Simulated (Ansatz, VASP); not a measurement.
Sb in VASP and in Ansatz

The input INCAR:

```
SYSTEM = Sb
PREC = Accurate
ENCUT = 520
EDIFF = 1E-7
ISMEAR = 0
SIGMA = 0.1
LREAL = .FALSE.
LASPH = .TRUE.
NELM = 100
ALGO = Normal
ISIF = 2
LWAVE = .FALSE.
LCHARG = .FALSE.
GGA = PE
NBANDS = 8
```

File KPOINTS:

```
Automatic mesh
0
G
  16 16 16
  0 0 0
```

File POSCAR:

```
Sb
1.0
   -4.2706984323      4.2706984323      1.3523028119
    4.2706984323     -4.2706984323      1.3523028119
    4.2706984323      4.2706984323     -1.3523028119
Sb
1
Direct
    0.0000000000      0.0000000000      0.0000000000
```

Input for Ansatz:

```yaml
crystal:
  lattice:
    - [-4.2706984323, 4.2706984323, 1.3523028119]
    - [4.2706984323, -4.2706984323, 1.3523028119]
    - [4.2706984323, 4.2706984323, -1.3523028119]
  atoms:
    - { symbol: Sb, position: [0.0, 0.0, 0.0] }
basis:
  ecutwfc: 420
kpoints:
  mp_grid: { grid: [16, 16, 16] }
hamiltonian:
  xc: pbe
scf:
  occupations: { method: gaussian, width: 0.1 }
output:
  forces: true
  stress: true
  eigenvalues: true
  populations: true
```

Alike in both runs: task single point; functional PBE; k mesh 16 × 16 × 16; occupations gaussian, width 0.1 eV; no spin polarisation.

|  | VASP | Ansatz |
| --- | --- | --- |
| version | VASP 6.6.1 | Ansatz 0.2.0 |
| potentials or method | VASP PAW PBE potentials, release 64 (Sb), cutoff 520 eV | scalar-relativistic, plane waves, PAW |
| valence electrons in the cell | 5 | 15 |

```csv
,VASP,Ansatz,Ansatz less VASP
gap on the k mesh at the Fermi level (eV),none,none,-
pressure (GPa),-0.1,-0.1,0.00
"traceless stress, the component that is largest in VASP (GPa)",-0.09,-0.09,-0.008
```

A gap of «none» marks a metal or a gap that the smearing closes. VASP's potentials hold 5 valence electrons a cell and Ansatz's 15, so a difference there can come from the potentials and not from the codes.

Neither program's run includes spin-orbit coupling.
